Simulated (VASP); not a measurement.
# TiC (Fm-3m) in VASP: further runs

Runs on TiC. Level: LDA. Tasks: single point, relaxation of cell and atoms.

Everything below comes from runs of VASP 6.6.1. Logs are shortened: lines on timing, memory, paths and dates and some standing lists are left out, and cuts for length are marked.

## 1. The cell of the first run

Symmetry: Fm-3m, No. 225, cubic system. Conventional cell: a = 4.261 Å, b = 4.261 Å, c = 4.261 Å, α = 90.00°, β = 90.00°, γ = 90.00°. Within 2.8 Å of Ti (site symmetry m-3m) lie 6 C at 2.13 Å. Within 2.8 Å of C (site symmetry m-3m) lie 6 Ti at 2.13 Å.

## 2. Single point, LDA

INCAR

```
SYSTEM = TiC
PREC = Accurate ; ENCUT = 520
EDIFF = 1E-6 ; ISMEAR = 0
SIGMA = 0.1 ; LREAL = .False.
LASPH = .True. ; NELM = 80
ALGO = Normal ; ISIF = 2
LWAVE = .False. ; LCHARG = .False.
NBANDS = 15
```

KPOINTS

```
regular mesh
0
Gamma
  8 8 8
  0 0 0
```

POSCAR

```
TiC
1.0
    0.0000000000      2.1303899794      2.1303899794
    2.1303899794      0.0000000000      2.1303899794
    2.1303899794      2.1303899794      0.0000000000
Ti C
1 1
Direct
    0.0000000000      0.0000000000      0.0000000000
    0.5000000000      0.5000000000      0.5000000000
```

Potentials or basis: VASP PAW LDA potentials, release 64 (Ti_sv, C).

Command:

```console
$ cat potpaw_LDA.64/Ti_sv/POTCAR potpaw_LDA.64/C/POTCAR > POTCAR
$ mpirun -np 1 vasp_std > vasp.out
```

OUTCAR:

```text
SYSTEM = TiC
   PREC = Accurate
   ENCUT = 520
   EDIFF = 1E-6
   ISMEAR = 0
   LREAL = .False.
   LASPH = .True.
   NELM = 80
   ISIF = 2

 ion  position               nearest neighbor table
   1  0.000  0.000  0.000-   2 2.13   2 2.13   2 2.13   2 2.13   2 2.13   2 2.13
   2  0.500  0.500  0.500-   1 2.13   1 2.13   1 2.13   1 2.13   1 2.13   1 2.13

  LATTYP: Found a face centered cubic cell.
 ALAT       =     4.2607799588

  Lattice vectors:

 A1 = (   0.0000000000,   2.1303899794,   2.1303899794)
 A2 = (   2.1303899794,   0.0000000000,   2.1303899794)
 A3 = (   2.1303899794,   2.1303899794,   0.0000000000)

Analysis of symmetry for initial positions (statically):
=====================================================================
 Subroutine PRICEL returns:
 Original cell was already a primitive cell.

 Routine SETGRP: Setting up the symmetry group for a
 face centered cubic supercell.

 Subroutine GETGRP returns: Found 48 space group operations
 (whereof 48 operations were pure point group operations)
 out of a pool of 48 trial point group operations.

The static configuration has the point symmetry O_h .

Analysis of symmetry for dynamics (positions and initial velocities):
=====================================================================
 Subroutine PRICEL returns:
 Original cell was already a primitive cell.

 Routine SETGRP: Setting up the symmetry group for a
 face centered cubic supercell.

 Subroutine GETGRP returns: Found 48 space group operations
 (whereof 48 operations were pure point group operations)
 out of a pool of 48 trial point group operations.

The dynamic configuration has the point symmetry O_h .

 Subroutine INISYM returns: Found 48 space group operations
 (whereof 48 operations are pure point group operations),
 and found     1 'primitive' translations

----------------------------------------------------------------------------------------

                                     Primitive cell

  volume of cell :      19.3378

  direct lattice vectors                    reciprocal lattice vectors
     0.000000000  2.130389979  2.130389979    -0.234698813  0.234698813  0.234698813
     2.130389979  0.000000000  2.130389979     0.234698813 -0.234698813  0.234698813
     2.130389979  2.130389979  0.000000000     0.234698813  0.234698813 -0.234698813

  length of vectors
     3.012826402  3.012826402  3.012826402     0.406510269  0.406510269  0.406510269

  position of ions in fractional coordinates (direct lattice)
     0.000000000  0.000000000  0.000000000
     0.500000000  0.500000000  0.500000000

  ion indices of the primitive-cell ions
   primitive index   ion index
                 1           1
                 2           2

[... 83 lines left out ...]
   NUPDOWN=      -1.0000    fix difference up-down
   EMIN   =  10.00;   EMAX   =-10.00  energy-range for DOS
   EFERMI =   0.00;   METHOD = LEGACY
   ISMEAR =     0;   SIGMA  =   0.10  broadening in eV -4-tet -1-fermi 0-gaus
   EFERMI_NEDOS =   21; number of points for ismear=-14 and -15
   IALGO  =     38    algorithm
   IMIX   =      4    mixing-type and parameters
     AMIX     =   0.40;   BMIX     =  1.00
     AMIX_MAG =   1.60;   BMIX_MAG =  1.00
  volume/ion in A,a.u.               =       9.67        65.25
  Fermi-wavevector in a.u.,A,eV,Ry     =   1.536900  2.904321 32.137815  2.362063
  Thomas-Fermi vector in A             =   2.643484
   LORBIT       =      0    0 simple, 1 ext, 2 COOP (PROOUT), +10 PAW based schemes
   GGA     = CA    functional components
   LHFCALC =     F    Hartree Fock is set to
   AEXX    =    0.0000 exact exchange contribution
   IVDW    =     0    specifies the selected vdW correction
   LEPSILON=     F    determine dielectric tensor
   LRPA    =     F    only Hartree local field effects (RPA)
 non-spin polarized calculation
 Gauss-broadening in eV      SIGMA  =   0.10
  energy-cutoff  :      520.00
  volume of cell :       19.34
 maximum number of plane-waves:       544
 NGX is ok and might be reduce to    24
   NGX = 11   NGY = 11   NGZ = 11

 number of electron      16.0000003 magnetization

 Free energy of the ion-electron system (eV)
  ---------------------------------------------------
  ext. energy  EPLUGINS =         0.00000000
  ---------------------------------------------------
  free energy    TOTEN  =       -20.53715100 eV

  energy without entropy =      -20.53544133  energy(sigma->0) =      -20.53629616

 E-fermi :   9.7786     XC(G=0): -13.2317

 val. band max:        9.6154668922   @ k =   0.3750   0.3750   0.0000
 cond. band min:       9.7859563920   @ k =   0.1250   0.1250   0.0000
 fundamental gap:      0.1704894997
 Fermi energy:         9.7785921790

 k-point     1 :       0.0000    0.0000    0.0000
  band No.  band energies     occupation
      1     -45.9118      2.00000
      2     -22.2879      2.00000
      3     -22.2879      2.00000
      4     -22.2879      2.00000
      5      -2.6039      2.00000
      6      10.4741      0.00000
      7      10.4741      0.00000
      8      10.4741      0.00000
      9      11.5833      0.00000
     10      11.5833      0.00000
     11      11.5833      0.00000
     12      11.6461      0.00000
     13      11.6461      0.00000
     14      21.1791      0.00000
[... 401 lines left out ...]
      2     -22.8111      2.00000
      3     -22.5067      2.00000
      4     -22.3992      2.00000
      5       0.7651      2.00000
      6       4.8233      2.00000
      7       6.7351      2.00000
      8       7.2158      2.00000
      9      12.5727      0.00000
     10      12.7235      0.00000
     11      13.8440      0.00000
     12      16.7101      0.00000
     13      17.0693      0.00000
     14      21.2237      0.00000
     15      24.5633      0.00000

 [... further k-points ...]
[... 5 lines left out ...]
  --------------------------------------------------------------------------------------
  -------------------------------------------------------------------------------------
  Total        0.0891672      0.0891672      0.0891672      0.0000000      0.0000000     -0.0000000
  in kB        7.3876870      7.3876870      7.3876870      0.0000000      0.0000000     -0.0000000
  external PRESSURE =       7.3876870 kB  Pullay stress =       0.0000000 kB

 VOLUME and BASIS-vectors are now :
 -----------------------------------------------------------------------------
  energy-cutoff  :      520.00
  volume of cell :       19.34
      direct lattice vectors                 reciprocal lattice vectors
     0.000000000  2.130389979  2.130389979    -0.234698813  0.234698813  0.234698813
     2.130389979  0.000000000  2.130389979     0.234698813 -0.234698813  0.234698813
     2.130389979  2.130389979  0.000000000     0.234698813  0.234698813 -0.234698813

 POSITION                                       TOTAL-FORCE (eV/Angst)
 -----------------------------------------------------------------------------------
      0.00000      0.00000      0.00000        -0.000000     -0.000000      0.000000
      2.13039      2.13039      2.13039         0.000000      0.000000     -0.000000
 -----------------------------------------------------------------------------------
    total drift:                                0.000000     -0.000000     -0.000000

  FREE ENERGIE OF THE ION-ELECTRON SYSTEM (eV)
  ---------------------------------------------------
  free  energy   TOTEN  =       -20.5371509963 eV

  energy  without entropy=      -20.5354413274  energy(sigma->0) =      -20.53629616
```

OSZICAR:

```text
N       E                     dE             d eps       ncg     rms          rms(c)
DAV:   1     0.115017537333E+03    0.11502E+03   -0.79808E+03   870   0.128E+03
DAV:   2    -0.184890589207E+02   -0.13351E+03   -0.12446E+03   926   0.335E+02
DAV:   3    -0.256797969014E+02   -0.71907E+01   -0.70667E+01  1092   0.773E+01
DAV:   4    -0.259685319887E+02   -0.28874E+00   -0.28848E+00  1083   0.139E+01
DAV:   5    -0.259740649500E+02   -0.55330E-02   -0.55317E-02  1108   0.176E+00    0.190E+01
DAV:   6    -0.211734907368E+02    0.48006E+01   -0.11571E+01  1220   0.566E+01    0.687E+00
DAV:   7    -0.205781314596E+02    0.59536E+00   -0.19836E+00  1027   0.206E+01    0.527E+00
DAV:   8    -0.205453108183E+02    0.32821E-01   -0.11450E-01   989   0.389E+00    0.306E+00
DAV:   9    -0.205402529700E+02    0.50578E-02   -0.72752E-02  1141   0.308E+00    0.762E-01
DAV:  10    -0.205386520465E+02    0.16009E-02   -0.93608E-03  1109   0.131E+00    0.579E-01
DAV:  11    -0.205371810772E+02    0.14710E-02   -0.27834E-03   996   0.797E-01    0.106E-01
DAV:  12    -0.205371590018E+02    0.22075E-04   -0.26646E-04   947   0.183E-01    0.389E-02
DAV:  13    -0.205371512244E+02    0.77774E-05   -0.13887E-05  1073   0.343E-02    0.487E-03
DAV:  14    -0.205371509963E+02    0.22810E-06   -0.37941E-07   668   0.692E-03
   1 F= -.20537151E+02 E0= -.20536296E+02  d E =-.170967E-02
```

stdout:

```text
POSCAR found type information on POSCAR TiC
 POSCAR found :  2 types and       2 ions
 scaLAPACK will be used
 LDA part: xc-table for (Slater(with rela. corr.)+CA(PZ))
 , standard interpolation
 POSCAR, INCAR and KPOINTS ok, starting setup
 FFT: planning ... GRIDC
 FFT: planning ... GRID_SOFT
 FFT: planning ... GRID
 WAVECAR not read
 entering main loop
```

Wall time 5.9 s (1 thread of Intel Xeon 8259CL, shared host); peak memory 0.13 GiB.

Results:

| Item | Value |
| --- | --- |
| Free energy | -20.5372 eV |
| Pressure | 0.7 GPa |
| Band gap on the k mesh | zero (bands 8 and 9 overlap by 1.06 eV) |

Levels at points of the mesh, in eV from the Fermi level:
| k point | band 4 | band 5 | band 6 | band 7 | band 8 | band 9 | band 10 | band 11 | band 12 | band 13 |
| --- | --- | --- | --- | --- | --- | --- | --- | --- | --- | --- |
| (0.00, 0.00, 0.00) | -32.07 | -12.38 | 0.70 | 0.70 | 0.70 | 1.80 | 1.80 | 1.80 | 1.87 | 1.87 |
| (0.50, 0.00, 0.00) | -32.12 | -8.60 | -6.00 | -3.01 | -3.01 | 3.12 | 3.12 | 4.40 | 8.61 | 8.70 |
| (0.50, 0.50, 0.00) | -32.27 | -10.07 | -3.35 | -1.78 | 0.09 | 0.09 | 2.95 | 3.77 | 3.77 | 6.40 |

## 3. Relaxation of cell and atoms, LDA

This run uses another cell than the first one, of 10.16 Å³/atom.

INCAR

```
SYSTEM = TiC
ALGO = Normal ; EDIFF = 1E-7
EDIFFG = -0.05 ; ENCUT = 600
GGA = CA ; IBRION = 2
ISIF = 3 ; ISMEAR = 0
LASPH = .True. ; LCHARG = .False.
LREAL = .False. ; LWAVE = .False.
NELM = 100 ; NSW = 100
PREC = Accurate ; SIGMA = 0.1
```

KPOINTS

```
k-points
0
Gamma
  8 8 8
  0 0 0
```

POSCAR

```
TiC
1.0
    0.0000000000      2.1657188400      2.1657188400
    2.1657188400      0.0000000000      2.1657188400
    2.1657188400      2.1657188400      0.0000000000
Ti C
1 1
Direct
    0.0000000000      0.0000000000      0.0000000000
    0.5000000000      0.5000000000      0.5000000000
```

Potentials or basis: VASP PAW LDA potentials, release 64 (Ti_sv, C).

Command:

```console
$ cat potpaw_LDA.64/Ti_sv/POTCAR potpaw_LDA.64/C/POTCAR > POTCAR
$ mpirun -np 1 vasp_std > vasp.out
```

Run time: 15 s. Hardware: 1 thread of Intel Xeon 8259CL, shared host; peak memory 0.14 GiB.

Results (log left out):

```
Free energy                           : -20.5394 eV
Relaxed volume                        : 9.70 Å³/atom
Relaxed cell                          : a = 3.016 Å, b = 3.016 Å, c = 3.016 Å, α = 60.00°, β = 60.00°, γ = 60.00°
Space group after relaxing (to 0.1 Å) : Fm-3m (No. 225)
Energy gained by relaxing             : 18.3 meV/atom
Ionic steps                           : 3
Pressure after relaxing               : -0.2 GPa
Band gap on the k mesh                : zero (bands 8 and 9 overlap by 1.06 eV)
```

Step by step:
| step | energy change (eV) | largest force (eV/Å) | pressure (GPa) | volume (Å³) |
| --- | --- | --- | --- | --- |
| 1 | 0.0000 | 0.0000 | -12.03 | 20.32 |
| 2 | 0.0385 | 0.0000 | 20.78 | 18.15 |
| 3 | -0.0367 | 0.0000 | -0.21 | 19.39 |

Final structure:
```
CELL_PARAMETERS angstrom
0.00000 2.13241 2.13241
2.13241 0.00000 2.13241
2.13241 2.13241 0.00000
ATOMIC_POSITIONS crystal
Ti 0.00000 0.00000 0.00000
C 0.50000 0.50000 0.50000
```

Levels at points of the mesh, in eV from the Fermi level:
```
           k point  band 4  band 5  band 6  band 7  band 8  band 9  band 10  band 11  band 12
(0.00, 0.00, 0.00)  -32.08  -12.37    0.69    0.70    0.70    1.80     1.80     1.80     1.86
(0.50, 0.00, 0.00)  -32.13   -8.60   -5.99   -3.00   -3.00    3.11     3.11     4.38     8.59
(0.50, 0.50, 0.00)  -32.28  -10.06   -3.35   -1.77    0.09    0.09     2.94     3.75     3.75
```
